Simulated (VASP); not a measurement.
Sb: single point with HSE06

Sb:

```
Sb
1.0
     2.12509    1.22692    3.70721
    -2.12509    1.22692    3.70721
     0.00000   -2.45384    3.70721
Sb
2
Direct
  0.76651 0.76651 0.76651
  0.23349 0.23349 0.23349
```

```
Program             : VASP 6.6.1
Task                : single point
Functional          : HSE06
Potentials or basis : VASP PAW PBE potentials, release 64 (Sb_d_GW)
Cutoff              : 400 eV
k mesh              : 4 × 4 × 4
Occupations         : fermi-dirac, width 0.05 eV
Spin                : no spin polarisation
```

```json
{"Pressure": "3.1 GPa", "Largest force": "0.096 eV/Å"}
```

Forces in eV/Å, atoms in the order of the input:
```
Sb   0.000  0.000  0.096
Sb   0.000  0.000 -0.096
```

Stress tensor (GPa, compression positive):
```
3.57 0.00 0.00
0.00 3.57 0.00
0.00 0.00 2.29
```

Levels at points of the mesh, in eV from the Fermi level:
| k point | band 11 | band 12 | band 13 | band 14 | band 15 | band 16 | band 17 | band 18 | band 19 | band 20 |
| --- | --- | --- | --- | --- | --- | --- | --- | --- | --- | --- |
| (0.00, 0.00, 0.00) | -14.43 | -4.77 | -2.41 | -2.06 | -2.06 | 2.60 | 3.35 | 3.35 | 5.70 | 5.70 |
| (0.50, 0.00, 0.00) | -11.65 | -10.84 | -2.24 | -2.10 | -0.31 | 0.15 | 0.51 | 0.75 | 8.42 | 9.30 |
| (0.50, 0.50, 0.00) | -11.58 | -8.79 | -6.27 | -4.39 | -4.24 | 1.76 | 5.98 | 6.53 | 8.31 | 10.06 |
| (0.50, 0.50, 0.50) | -12.59 | -10.15 | -1.52 | -1.52 | -0.09 | 0.34 | 0.34 | 1.46 | 7.89 | 9.85 |

It took 20 min on 1 thread of AMD EPYC 9R45 96-Core Processor (Zen 5), on a shared host, peak memory 0.26 GiB.

Caveat: the k points lie up to 0.45 Å⁻¹ apart; the PAW data sets were made with another functional, which shifts forces and pressure a little; spin-orbit coupling is left out, which moves the levels of the heavy elements.
